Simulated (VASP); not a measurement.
Write the native input for VASP 6.6.1 that does the following.

```
Task                   : single point
Functional             : PBE
Dispersion             : D3(BJ)
Potentials or basis    : VASP PAW PBE potentials, release 64 (Zn, Si, P)
Cutoff                 : 520 eV
k mesh                 : 8 × 8 × 8
Occupations            : gaussian, width 0.02 eV
Spin                   : no spin polarisation
Dipole correction      : no
Further INCAR settings : ALGO = Normal; EDIFF = 1e-07; NBANDS = 36
```

The structure of ZnSiP2 lies in POSCAR:

```
ZnSiP2
1.0
   -2.6764580909      2.6764580909      5.2083865697
    2.6764580909     -2.6764580909      5.2083865697
    2.6764580909      2.6764580909     -5.2083865697
Zn Si P
2 2 4
Direct
    0.0000000000      0.0000000000      0.0000000000
    0.7500000000      0.2500000000      0.5000000000
    0.5000000000      0.5000000000      0.0000000000
    0.2500000000      0.7500000000      0.5000000000
    0.3750000000      0.3911435169      0.5161435169
    0.8750000000      0.8588564831      0.4838564831
    0.6088564831      0.1250000000      0.9838564831
    0.1411435169      0.6250000000      0.0161435169
```

The input as run:

INCAR

```
SYSTEM = ZnSiP2
  PREC = Accurate
  ENCUT = 520
  EDIFF = 1E-7
  ISMEAR = 0
  SIGMA = 0.02
  LREAL = .FALSE.
  LASPH = .TRUE.
  NELM = 100
  ALGO = Normal
  ISIF = 2
  LWAVE = .FALSE.
  LCHARG = .TRUE.
  GGA = PE
  IVDW = 12
  LELF = .TRUE.
  LVHAR = .TRUE.
  NBANDS = 36
```

KPOINTS

```
Automatic mesh
0
G
  8 8 8
  0 0 0
```

Potentials or basis: VASP PAW PBE potentials, release 64 (Zn, Si, P).

Run with:

```bash
$ cat potpaw_PBE.64/Zn/POTCAR potpaw_PBE.64/Si/POTCAR potpaw_PBE.64/P/POTCAR > POTCAR
$ mpirun -np 1 vasp_std > vasp.out
```

It gave:

| Property | Result |
| --- | --- |
| Pressure | 0.0 GPa |
| Largest force | 0.029 eV/Å |
| Band gap on the k mesh | 1.28 eV |
| Dispersion energy per atom | -0.354 eV |

Run time: 9.4 min on 1 thread of Intel(R) Xeon(R) Platinum 8259CL CPU @ 2.50GHz (Skylake/Cascade Lake), with other jobs on the host, peak memory 0.5 GiB.
